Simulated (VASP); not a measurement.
# Al3Cu (Pm-3m) in VASP: further runs

Runs on Al3Cu. Level: PBEsol. Tasks: single point.

All numbers are computed with VASP 6.6.1; they aren't measurements. Logs are shortened: lines on timing, memory, paths and dates and some standing lists are left out, and cuts for length are marked.

**1. The cell of the first run**

It takes space group Pm-3m (No. 221, cubic). The conventional cell has a = 3.924 Å, b = 3.924 Å, c = 3.924 Å, α = 90.00°, β = 90.00°, γ = 90.00°. Within 3.7 Å of Al (site symmetry 4/mmm) lie 8 Al at 2.77 Å and 4 Cu at 2.77 Å. Within 3.7 Å of Cu (site symmetry m-3m) lie 12 Al at 2.77 Å.

**2. Single point, PBEsol**

INCAR reads:

```
PREC = Accurate ; ENCUT = 520
EDIFF = 1E-6 ; ISMEAR = 0
SIGMA = 0.1 ; LREAL = F
LASPH = T ; NELM = 100
ALGO = Normal ; ISIF = 2
LWAVE = F ; LCHARG = F
GGA = PS ; NBANDS = 18
```

KPOINTS reads:

```
Automatic mesh
0
Gamma
  6 6 6
```

POSCAR reads:

```
Al3Cu
1.0
    3.9241510000      0.0000000000      0.0000000000
    0.0000000000      3.9241510000      0.0000000000
    0.0000000000      0.0000000000      3.9241510000
Al Cu
3 1
Direct
    0.0000000000      0.5000000000      0.5000000000
    0.5000000000      0.0000000000      0.5000000000
    0.5000000000      0.5000000000      0.0000000000
    0.0000000000      0.0000000000      0.0000000000
```

Potentials or basis: VASP PAW PBE potentials, release 64 (Al, Cu).

On the command line:

```sh
$ cat potpaw_PBE.64/Al/POTCAR potpaw_PBE.64/Cu/POTCAR > POTCAR
$ mpirun -np 1 vasp_std > vasp.out
```

OUTCAR:

```text
PREC = Accurate
   ENCUT = 520
   EDIFF = 1E-6
   ISMEAR = 0
   LREAL = F
   LASPH = T
   NELM = 100
   ISIF = 2
   GGA = PS

 ion  position               nearest neighbor table
   1  0.000  0.500  0.500-   2 2.77   3 2.77   4 2.77   3 2.77   4 2.77   2 2.77   4 2.77   4 2.77
                             2 2.77   3 2.77   3 2.77   2 2.77
   2  0.500  0.000  0.500-   1 2.77   3 2.77   4 2.77   3 2.77   4 2.77   1 2.77   3 2.77   3 2.77
                             1 2.77   4 2.77   4 2.77   1 2.77
   3  0.500  0.500  0.000-   1 2.77   2 2.77   4 2.77   1 2.77   2 2.77   2 2.77   4 2.77   2 2.77
                             1 2.77   4 2.77   1 2.77   4 2.77
   4  0.000  0.000  0.000-   1 2.77   2 2.77   3 2.77   1 2.77   2 2.77   1 2.77   3 2.77   1 2.77
                             2 2.77   3 2.77   2 2.77   3 2.77

  LATTYP: Found a simple cubic cell.
 ALAT       =     3.9241510000

  Lattice vectors:

 A1 = (   3.9241510000,   0.0000000000,   0.0000000000)
 A2 = (   0.0000000000,   3.9241510000,   0.0000000000)
 A3 = (   0.0000000000,   0.0000000000,   3.9241510000)

Analysis of symmetry for initial positions (statically):
=====================================================================
 Subroutine PRICEL returns:
 Original cell was already a primitive cell.

 Routine SETGRP: Setting up the symmetry group for a
 simple cubic supercell.

 Subroutine GETGRP returns: Found 48 space group operations
 (whereof 48 operations were pure point group operations)
 out of a pool of 48 trial point group operations.

The static configuration has the point symmetry O_h .

Analysis of symmetry for dynamics (positions and initial velocities):
=====================================================================
 Subroutine PRICEL returns:
 Original cell was already a primitive cell.

 Routine SETGRP: Setting up the symmetry group for a
 simple cubic supercell.

 Subroutine GETGRP returns: Found 48 space group operations
 (whereof 48 operations were pure point group operations)
 out of a pool of 48 trial point group operations.

The dynamic configuration has the point symmetry O_h .

 Subroutine INISYM returns: Found 48 space group operations
 (whereof 48 operations are pure point group operations),
 and found     1 'primitive' translations

----------------------------------------------------------------------------------------

                                     Primitive cell

  volume of cell :      60.4278

  direct lattice vectors                    reciprocal lattice vectors
     3.924151000  0.000000000  0.000000000     0.254832192  0.000000000  0.000000000
     0.000000000  3.924151000  0.000000000     0.000000000  0.254832192  0.000000000
     0.000000000  0.000000000  3.924151000     0.000000000  0.000000000  0.254832192

  length of vectors
     3.924151000  3.924151000  3.924151000     0.254832192  0.254832192  0.254832192

  position of ions in fractional coordinates (direct lattice)
     0.000000000  0.500000000  0.500000000
     0.500000000  0.000000000  0.500000000
     0.500000000  0.500000000  0.000000000
     0.000000000  0.000000000  0.000000000

  ion indices of the primitive-cell ions
   primitive index   ion index
                 1           1
                 2           2
                 3           3
                 4           4

----------------------------------------------------------------------------------------

 KPOINTS: Automatic mesh

Automatic generation of k-mesh.
 Grid dimensions read from file:
 generate k-points for:    6    6    6

 Generating k-lattice:

  Cartesian coordinates                     Fractional coordinates (reciprocal lattice)
     0.042472032  0.000000000  0.000000000     0.166666667  0.000000000  0.000000000
     0.000000000  0.042472032  0.000000000     0.000000000  0.166666667  0.000000000
     0.000000000  0.000000000  0.042472032     0.000000000  0.000000000  0.166666667

  Length of vectors
     0.042472032  0.042472032  0.042472032

  Shift w.r.t. Gamma in fractional coordinates (k-lattice)
     0.000000000  0.000000000  0.000000000

 Subroutine IBZKPT returns following result:
 ===========================================

 Found     20 irreducible k-points:

 Following reciprocal coordinates:
            Coordinates               Weight
  0.000000  0.000000  0.000000      1.000000
  0.166667  0.000000  0.000000      6.000000
  0.333333  0.000000  0.000000      6.000000
  0.500000  0.000000  0.000000      3.000000
  0.166667  0.166667  0.000000     12.000000
  0.333333  0.166667  0.000000     24.000000
[... 12 lines left out ...]
  0.500000  0.500000  0.333333      6.000000
  0.500000  0.500000  0.500000      1.000000
   k-points           NKPTS =     20   k-points in BZ     NKDIM =     20   number of bands    NBANDS=     18
   number of dos      NEDOS =    301   number of ions     NIONS =      4
   total plane-waves  NPLWV =  27000
   dimension x,y,z NGX =    30 NGY =   30 NGZ =   30
   dimension x,y,z NGXF=    60 NGYF=   60 NGZF=   60
   ions per type =               3   1
   NGX,Y,Z   is equivalent  to a cutoff of  12.71, 12.71, 12.71 a.u.
   NGXF,Y,Z  is equivalent  to a cutoff of  25.42, 25.42, 25.42 a.u.
 SYSTEM =  unknown system
   PREC   = accura    normal or accurate (medium, high low for compatibility)
   ISTART =      0    job   : 0-new  1-cont  2-samecut
   ICHARG =      2    charge: 1-file 2-atom 10-const
   ISPIN  =      1    spin polarized calculation?
   LNONCOLLINEAR =      F non collinear calculations
   LSORBIT =      F    spin-orbit coupling
   LASPH  =      T    aspherical Exc in radial PAW
   ENCUT  =  520.0 eV  38.22 Ry    6.18 a.u.   7.30  7.30  7.30*2*pi/ulx,y,z
   NELM   =    100;   NELMIN=  2; NELMDL= -5     # of ELM steps
   EDIFF  = 0.1E-05   stopping-criterion for ELM
   LREAL  =      F    real-space projection
   EDIFFG = 0.1E-04   stopping-criterion for IOM
   NSW    =      0    number of steps for IOM
   IBRION =     -1    ionic relax: 0-MD 1-quasi-New 2-CG
   NFREE  =      0    steps in history (QN), initial steepest desc. (CG)
   ISIF   =      2    stress and relaxation
   ISYM   =      2    0-nonsym 1-usesym 2-fastsym
   POTIM  = 0.5000    time-step for ionic-motion
   TEBEG  =    0.0;   TEEND  =   0.0 temperature during run
   PSTRESS=    0.0 pullay stress
   NELECT =      20.0000    total number of electrons
   NUPDOWN=      -1.0000    fix difference up-down
   EMIN   =  10.00;   EMAX   =-10.00  energy-range for DOS
   EFERMI =   0.00;   METHOD = LEGACY
   ISMEAR =     0;   SIGMA  =   0.10  broadening in eV -4-tet -1-fermi 0-gaus
   EFERMI_NEDOS =   21; number of points for ismear=-14 and -15
   IALGO  =     38    algorithm
   IMIX   =      4    mixing-type and parameters
     AMIX     =   0.40;   BMIX     =  1.00
     AMIX_MAG =   1.60;   BMIX_MAG =  1.00
  volume/ion in A,a.u.               =      15.11       101.95
  Fermi-wavevector in a.u.,A,eV,Ry     =   1.132415  2.139955 17.447632  1.282365
  Thomas-Fermi vector in A             =   2.269116
   LORBIT       =      0    0 simple, 1 ext, 2 COOP (PROOUT), +10 PAW based schemes
   GGA     = PS    functional components
   LHFCALC =     F    Hartree Fock is set to
   AEXX    =    0.0000 exact exchange contribution
   IVDW    =     0    specifies the selected vdW correction
   LEPSILON=     F    determine dielectric tensor
   LRPA    =     F    only Hartree local field effects (RPA)
 non-spin polarized calculation
 Gauss-broadening in eV      SIGMA  =   0.10
  energy-cutoff  :      520.00
  volume of cell :       60.43
 maximum number of plane-waves:      1647
 NGX is ok and might be reduce to    30
   NGX = 15   NGY = 15   NGZ = 15

 number of electron      20.0000021 magnetization

 Free energy of the ion-electron system (eV)
  ---------------------------------------------------
  ext. energy  EPLUGINS =         0.00000000
  ---------------------------------------------------
  free energy    TOTEN  =       -16.67254195 eV

  energy without entropy =      -16.66267463  energy(sigma->0) =      -16.66760829

 E-fermi :   8.1955     XC(G=0): -10.8311

 val. band max:        8.1498092229   @ k =   0.3333   0.1667   0.0000
 cond. band min:       8.3880262081   @ k =   0.3333   0.1667   0.1667
 fundamental gap:      0.2382169852
 Fermi energy:         8.1955238119

 k-point     1 :       0.0000    0.0000    0.0000
  band No.  band energies     occupation
      1      -2.9610      2.00000
      2       3.8912      2.00000
      3       3.8912      2.00000
      4       4.6035      2.00000
      5       4.6035      2.00000
      6       4.6035      2.00000
[... 10 lines left out ...]
     17      15.1102      0.00000
     18      15.1102      0.00000

 k-point     2 :       0.1667    0.0000    0.0000
  band No.  band energies     occupation
      1      -2.6935      2.00000
      2       3.1786      2.00000
      3       3.9482      2.00000
      4       4.4636      2.00000
      5       4.4636      2.00000
      6       4.6116      2.00000
[... 10 lines left out ...]
     17      15.2721      0.00000
     18      15.2725      0.00000

 k-point     3 :       0.3333    0.0000    0.0000
  band No.  band energies     occupation
      1      -1.9007      2.00000
      2       1.2278      2.00000
      3       4.0653      2.00000
      4       4.2817      2.00000
      5       4.2817      2.00000
      6       4.6278      2.00000
[... 10 lines left out ...]
     17      15.6927      0.00000
     18      16.0557      0.00000

 k-point     4 :       0.5000    0.0000    0.0000
  band No.  band energies     occupation
      1      -0.8181      2.00000
      2      -0.3133      2.00000
      3       4.1252      2.00000
      4       4.2135      2.00000
      5       4.2135      2.00000
      6       4.6359      2.00000
[... 10 lines left out ...]
     17      17.0536      0.00000
     18      17.0536      0.00000

 k-point     5 :       0.1667    0.1667    0.0000
  band No.  band energies     occupation
      1      -2.4273      2.00000
      2       3.2798      2.00000
      3       3.4064      2.00000
      4       4.2723      2.00000
      5       4.4381      2.00000
      6       4.5487      2.00000
[... 10 lines left out ...]
     17      14.1823      0.00000
     18      15.7550      0.00000

 k-point     6 :       0.3333    0.1667    0.0000
  band No.  band energies     occupation
      1      -1.6392      2.00000
      2       1.4670      2.00000
      3       3.6963      2.00000
      4       4.2057      2.00000
      5       4.3130      2.00000
      6       4.5499      2.00000
[... 10 lines left out ...]
     17      14.4840      0.00000
     18      14.9652      0.00000

 k-point     7 :       0.5000    0.1667    0.0000
  band No.  band energies     occupation
      1      -0.5731      2.00000
      2      -0.0470      2.00000
      3       3.9548      2.00000
      4       4.0861      2.00000
      5       4.2533      2.00000
      6       4.5627      2.00000
[... 10 lines left out ...]
     17      15.5551      0.00000
     18      15.6181      0.00000

 k-point     8 :       0.3333    0.3333    0.0000
  band No.  band energies     occupation
      1      -0.8677      2.00000
      2       2.0865      2.00000
      3       2.2152      2.00000
      4       4.0287      2.00000
      5       4.3592      2.00000
      6       4.4345      2.00000
[... 10 lines left out ...]
     17      14.8137      0.00000
     18      15.0252      0.00000
[... 145 lines left out ...]
     17      15.9587      0.00000
     18      16.8098      0.00000

 k-point    16 :       0.5000    0.5000    0.1667
  band No.  band energies     occupation
      1       1.2263      2.00000
      2       1.9856      2.00000
      3       1.9856      2.00000
      4       2.5426      2.00000
      5       4.3562      2.00000
      6       4.3562      2.00000
[... 10 lines left out ...]
     17      16.2210      0.00000
     18      18.5947      0.00000

 k-point    17 :       0.3333    0.3333    0.3333
  band No.  band energies     occupation
      1       0.1347      2.00000
      2       2.8728      2.00000
      3       2.8728      2.00000
      4       3.1458      2.00000
      5       4.2357      2.00000
      6       4.2357      2.00000
[... 10 lines left out ...]
     17      17.1757      0.00000
     18      18.5287      0.00000

 k-point    18 :       0.5000    0.3333    0.3333
  band No.  band energies     occupation
      1       1.0806      2.00000
      2       1.7131      2.00000
      3       3.2144      2.00000
      4       3.9025      2.00000
      5       4.0850      2.00000
      6       4.1135      2.00000
[... 10 lines left out ...]
     17      18.2542      0.00000
     18      18.6733      0.00000

 k-point    19 :       0.5000    0.5000    0.3333
  band No.  band energies     occupation
      1       1.9332      2.00000
      2       2.5002      2.00000
      3       2.5002      2.00000
      4       3.3394      2.00000
      5       4.2925      2.00000
      6       4.2925      2.00000
[... 10 lines left out ...]
     17      19.2671      0.00000
     18      20.0459      0.00000

 k-point    20 :       0.5000    0.5000    0.5000
  band No.  band energies     occupation
      1       2.8865      2.00000
      2       2.8865      2.00000
      3       2.8865      2.00000
      4       3.2365      2.00000
      5       4.2123      2.00000
      6       4.2123      2.00000
[... 10 lines left out ...]
     17      20.5373      0.00000
     18      20.5379      0.00000

------------------------ aborting loop because EDIFF is reached ----------------------------------------

  FORCE on cell =-STRESS in cart. coord.  units (eV):
  Direction    XX          YY          ZZ          XY          YZ          ZX
  --------------------------------------------------------------------------------------
  -------------------------------------------------------------------------------------
  Total       -0.9143599     -0.9143599     -0.9143599      0.0000000     -0.0000000      0.0000000
  in kB      -24.2432379    -24.2432379    -24.2432379      0.0000000     -0.0000000      0.0000000
  external PRESSURE =     -24.2432379 kB  Pullay stress =       0.0000000 kB

 VOLUME and BASIS-vectors are now :
 -----------------------------------------------------------------------------
  energy-cutoff  :      520.00
  volume of cell :       60.43
      direct lattice vectors                 reciprocal lattice vectors
     3.924151000  0.000000000  0.000000000     0.254832192  0.000000000  0.000000000
     0.000000000  3.924151000  0.000000000     0.000000000  0.254832192  0.000000000
     0.000000000  0.000000000  3.924151000     0.000000000  0.000000000  0.254832192

 POSITION                                       TOTAL-FORCE (eV/Angst)
 -----------------------------------------------------------------------------------
      0.00000      1.96208      1.96208         0.000000      0.000000      0.000000
      1.96208      0.00000      1.96208         0.000000      0.000000      0.000000
      1.96208      1.96208      0.00000         0.000000      0.000000      0.000000
      0.00000      0.00000      0.00000         0.000000      0.000000      0.000000
 -----------------------------------------------------------------------------------
    total drift:                                0.000000     -0.000000      0.000000

  FREE ENERGIE OF THE ION-ELECTRON SYSTEM (eV)
  ---------------------------------------------------
  free  energy   TOTEN  =       -16.6725419542 eV

  energy  without entropy=      -16.6626746297  energy(sigma->0) =      -16.66760829
```

Wall time 46 s (1 thread of Intel Xeon 8259CL, shared host); peak memory 0.17 GiB.

Results:

```yaml
Free_energy: -16.6725 eV
Pressure: -2.4 GPa
Band_gap_on_the_k_mesh: zero (bands 10 and 11 overlap by 4.13 eV)
```

Caveat: the PAW data sets were made with another functional, which shifts forces and pressure a little.

[end of part 1 of 2]
